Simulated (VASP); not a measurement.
A run of VASP 6.6.1 is set up as follows.

The input INCAR:

```
PREC     = Accurate       # precision mode
ENCUT    = 500            # plane-wave cutoff, eV
EDIFF    = 1E-7           # SCF threshold, eV
ISMEAR   = 0              # smearing method
SIGMA    = 0.02           # smearing width, eV
LREAL    = F              # projectors in reciprocal space
LASPH    = T              # aspherical terms in the spheres
NELM     = 120            # most SCF steps
ALGO     = Normal         # electronic algorithm
ISIF     = 3              # what is computed and relaxed
LWAVE    = F              # write WAVECAR
LCHARG   = F              # write CHGCAR
GGA      = PE             # functional
IBRION   = 2              # ionic algorithm
NSW      = 100            # ionic steps
EDIFFG   = -0.002         # ionic threshold
GGA_COMPAT= F            
NELMIN   = 4
```

KPOINTS

```
regular mesh
0
Gamma
  9 9 4
```

The input POSCAR:

```
SnSe2
1.0
    3.8718897029      0.0000000000      0.0000000000
   -1.9359448514      3.3531548433      0.0000000000
    0.0000000000      0.0000000000      6.9847678807
Sn Se
1 2
Direct
    0.0000000000      0.0000000000      0.0000000000
    0.6666666667      0.3333333333      0.7717296671
    0.3333333333      0.6666666667      0.2282703329
```

Potentials or basis: VASP PAW PBE potentials, release 64 (Sn_d, Se).

Run with:

```console
$ cat potpaw_PBE.64/Sn_d/POTCAR potpaw_PBE.64/Se/POTCAR > POTCAR
$ mpirun -np 1 vasp_std > vasp.out
```

Q: Predict the relaxed cell.

A: a = 3.873 Å, b = 3.873 Å, c = 6.987 Å, α = 90.00°, β = 90.00°, γ = 120.00°.

Q: Estimate the band gap on the k mesh.

A: 0.75 eV (least direct gap 1.11 eV).

Q: Predict the space group after relaxing (to 0.1 Å).

A: P-3m1 (No. 164).

Q: Estimate the relaxed volume.

A: 30.26 Å³/atom.

Final structure:
```cif
data_structure
_symmetry_space_group_name_H-M 'P 1'
_symmetry_Int_Tables_number 1
_cell_length_a 3.8730
_cell_length_b 3.8730
_cell_length_c 6.9875
_cell_angle_alpha 90.000
_cell_angle_beta 90.000
_cell_angle_gamma 120.000
_cell_volume 90.77
loop_
_atom_site_label
_atom_site_type_symbol
_atom_site_fract_x
_atom_site_fract_y
_atom_site_fract_z
_atom_site_occupancy
Sn1 Sn 0.00000 0.00000 0.00000 1
Se1 Se 0.66667 0.33333 0.77168 1
Se2 Se 0.33333 0.66667 0.22832 1
```

Caveat: semilocal functionals underestimate gaps, and a narrow one can read as zero; spin-orbit coupling is left out, which moves the levels of the heavy elements; this functional lacks dispersion, which binds layers or chains, so the pressure and a relaxed spacing across them are unreliable. A k mesh can miss the band edges.
